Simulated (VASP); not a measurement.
A run of VASP 6.6.1 is set up as follows.

File POSCAR:

```
NaF
1.0
    2.7652662458      0.0000000000      0.0000000000
    0.0000000000      2.7652662458      0.0000000000
    0.0000000000      0.0000000000      2.7652662458
Na F
1 1
Direct
    0.0000000000      0.0000000000      0.0000000000
    0.5000000000      0.5000000000      0.5000000000
```

INCAR.step1

```
SYSTEM = NaF
PREC = Accurate
ENCUT = 520
ISMEAR = 0
SIGMA = 0.01
LREAL = .False.
LASPH = .True.
NELM = 80
NBANDS = 14
GGA = PE
ALGO = Normal
EDIFF = 1E-4
LWAVE = .True.
LCHARG = .False.
```

File INCAR.step2:

```
SYSTEM = NaF
PREC = Accurate
ENCUT = 520
EDIFF = 1E-7
ISMEAR = 0
SIGMA = 0.01
LREAL = .False.
LASPH = .True.
NELM = 80
ALGO = Normal
ISIF = 2
LWAVE = .False.
LCHARG = .True.
METAGGA = R2SCAN
LMIXTAU = .True.
LELF = .True.
LVHAR = .True.
NBANDS = 14
ISTART = 1
```

The input KPOINTS:

```
regular mesh
0
Gamma
  8 8 8
  0 0 0
```

Potentials or basis: VASP PAW PBE potentials, release 64 (Na_pv, F).

Launch:

```bash
$ cat potpaw_PBE.64/Na_pv/POTCAR potpaw_PBE.64/F/POTCAR > POTCAR
$ cp INCAR.step1 INCAR
$ mpirun -np 1 vasp_std > vasp.out
$ cp INCAR.step2 INCAR
$ mpirun -np 1 vasp_std > vasp.out
```

Predict the pressure.

1.1 GPa.

Predict the band gap on the k mesh.

7.33 eV, indirect (least direct gap 7.68 eV).

Caveat: the PAW data sets were made with another functional, which shifts forces and pressure a little. A k mesh can miss the band edges.
